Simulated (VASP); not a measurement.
Here is a VASP 6.6.1 calculation.

POSCAR

```
HgTe
1.0
    0.0000000000      3.2855016699      3.2855016699
    3.2855016699      0.0000000000      3.2855016699
    3.2855016699      3.2855016699      0.0000000000
Hg Te
1 1
Direct
    0.0000000000      0.0000000000      0.0000000000
    0.2500000000      0.2500000000      0.2500000000
```

INCAR.step1

```
SYSTEM = HgTe
PREC = Accurate ; ENCUT = 520
ISMEAR = 0 ; SIGMA = 0.1
LREAL = .FALSE. ; LASPH = .TRUE.
NELM = 100 ; NBANDS = 16
GGA = PE ; ALGO = Normal
EDIFF = 1E-4 ; LWAVE = .TRUE.
LCHARG = .FALSE.
```

Contents of INCAR.step2:

```
SYSTEM = HgTe
PREC = Accurate ; ENCUT = 520
EDIFF = 1E-7 ; ISMEAR = 0
SIGMA = 0.1 ; LREAL = .FALSE.
LASPH = .TRUE. ; NELM = 100
ALGO = Normal ; ISIF = 2
LWAVE = .FALSE. ; LCHARG = .FALSE.
METAGGA = R2SCAN ; LMIXTAU = .TRUE.
NBANDS = 16 ; ISTART = 1
```

File KPOINTS:

```
regular mesh
0
G
  12 12 12
  0 0 0
```

Potentials or basis: VASP PAW PBE potentials, release 64 (Hg, Te).

Run with:

```sh
$ cat potpaw_PBE.64/Hg/POTCAR potpaw_PBE.64/Te/POTCAR > POTCAR
$ cp INCAR.step1 INCAR
$ mpirun -np 1 vasp_std > vasp.out
$ cp INCAR.step2 INCAR
$ mpirun -np 1 vasp_std > vasp.out
```

**Question.** Estimate the band gap on the k mesh.

**Answer.** Zero (filled and empty bands touch).

**Question.** Estimate the pressure.

**Answer.** 0.1 GPa.

Caveat: the PAW data sets were made with another functional, which shifts forces and pressure a little; spin-orbit coupling is left out, which moves the levels of the heavy elements.
